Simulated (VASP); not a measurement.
Here is a VASP 6.6.1 calculation.

INCAR

```
SYSTEM = K2F
PREC = Accurate
ENCUT = 520
EDIFF = 1E-7
ISMEAR = 0
SIGMA = 0.1
LREAL = .False.
LASPH = .True.
NELM = 150
ALGO = Normal
ISIF = 2
LWAVE = .False.
LCHARG = .True.
ISPIN = 2
MAGMOM = 0 0 0 0 1 1
LORBIT = 11
GGA = PE
LELF = .True.
LVHAR = .True.
NBANDS = 38
```

The input KPOINTS:

```
regular mesh
0
Gamma
  4 4 4
  0 0 0
```

File POSCAR:

```
K2F
1.0
    0.0000000000      5.0859061213      5.0859061213
    5.0859061213      0.0000000000      5.0859061213
    5.0859061213      5.0859061213      0.0000000000
K F
4 2
Direct
    0.1250000000      0.1250000000      0.1250000000
    0.6250000000      0.1250000000      0.1250000000
    0.1250000000      0.6250000000      0.1250000000
    0.1250000000      0.1250000000      0.6250000000
    0.5000000000      0.5000000000      0.5000000000
    0.7500000000      0.7500000000      0.7500000000
```

Potentials or basis: VASP PAW PBE potentials, release 64 (K_sv, F).

Command:

```console
$ cat potpaw_PBE.64/K_sv/POTCAR potpaw_PBE.64/F/POTCAR > POTCAR
$ mpirun -np 1 vasp_std > vasp.out
```

(1) What does it give for the net moment?

(2) Predict the pressure.

Results:

(1) -0.09 μB per cell.

(2) 0.2 GPa.
